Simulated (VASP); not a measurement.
Here is a VASP 6.6.1 calculation.

Contents of INCAR:

```
SYSTEM = K2H
PREC = Accurate
ENCUT = 520
EDIFF = 1E-6
ISMEAR = 0
SIGMA = 0.1
LREAL = .FALSE.
LASPH = .TRUE.
NELM = 80
ALGO = Normal
ISIF = 2
LWAVE = .FALSE.
LCHARG = .FALSE.
GGA = PE
NBANDS = 16
```

Contents of KPOINTS:

```
Automatic mesh
0
G
  6 6 4
  0 0 0
```

The input POSCAR:

```
K2H
1.0
    5.9298004700      0.0000000000      0.0000000000
   -2.9649002349      5.1353578464      0.0000000000
    0.0000000000      0.0000000000      3.9558820230
K H
2 1
Direct
    0.3333333333      0.6666666667      0.5000000000
    0.6666666667      0.3333333333      0.5000000000
    0.0000000000      0.0000000000      0.0000000000
```

Potentials or basis: VASP PAW PBE potentials, release 64 (K_sv, H).

The run is started by

```sh
$ cat potpaw_PBE.64/K_sv/POTCAR potpaw_PBE.64/H/POTCAR > POTCAR
$ mpirun -np 1 vasp_std > vasp.out
```

Question: What does it give for the pressure?

Answer: 0.1 GPa.

Question: Estimate the band gap on the k mesh.

Answer: Zero (an odd number of electrons rules out a gap without spin polarisation).

Stress tensor (GPa, compression positive):
```
0.13 0.00 0.00
0.00 0.13 0.00
0.00 0.00 0.03
```

Caveat: the k points lie up to 0.40 Å⁻¹ apart, too coarse for converged energies and pressures of a metal.
